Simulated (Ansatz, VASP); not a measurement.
O: VASP beside Ansatz

The input INCAR:

```
  ALGO = Normal
  EDIFF = 1E-7
  ENCUT = 520
  GGA = PS
  ISIF = 2
  ISMEAR = 0
  LASPH = T
  LCHARG = F
  LREAL = F
  LWAVE = F
  NBANDS = 13
  NELM = 100
  PREC = Accurate
  SIGMA = 0.1
```

KPOINTS

```
k-points
0
Gamma
  16 16 12
```

POSCAR

```
O
1.0
    2.6889814200     -1.8597605400     -0.0809382150
    2.6575032000      1.8101610000     -0.1127593350
   -2.0788016461     -0.0167427390      3.7096307418
O
2
Direct
    0.0859956885      0.1001821503      0.1821368201
    0.9140043115      0.8998178497      0.8178631799
```

Input for Ansatz:

```yaml
crystal:
  lattice:
    - [2.68898142, -1.85976054, -0.080938215]
    - [2.6575032, 1.810161, -0.112759335]
    - [-2.0788016461, -0.016742739, 3.7096307418]
  atoms:
    - { symbol: O, position: [0.0859956885, 0.1001821503, 0.1821368201] }
    - { symbol: O, position: [0.9140043115, 0.8998178497, 0.8178631799] }
basis:
  ecutwfc: 420
kpoints:
  mp_grid: { grid: [16, 16, 12] }
hamiltonian:
  xc: pbesol
scf:
  occupations: { method: gaussian, width: 0.1 }
output:
  forces: true
  stress: true
  eigenvalues: true
```

Alike in both runs: task single point; functional PBEsol; k mesh 16 × 16 × 12; occupations gaussian, width 0.1 eV; no spin polarisation.

|  | VASP | Ansatz |
| --- | --- | --- |
| version | VASP 6.6.1 | Ansatz 0.2.0 |
| potentials or method | VASP PAW PBE potentials, release 64 (O), cutoff 520 eV | scalar-relativistic, plane waves, PAW |
| valence electrons in the cell | 12 | 12 |

```tsv
	VASP	Ansatz	Ansatz less VASP
gap on the k mesh at the Fermi level (eV)	none	none	-
pressure (GPa)	-13.9	-14.7	-0.82
traceless stress, the component that is largest in VASP (GPa)	-18.89	-20.93	-2.031
rms of the force components (eV/Å)	3.126	3.434	+0.3084
```

VASP's potentials were made for PBE, not for PBEsol. Atom by atom the forces differ by 0.309 eV/Å (rms over components). A gap of «none» marks a metal or a gap that the smearing closes.

Noted on VASP's run: spin is off for a triplet molecule.
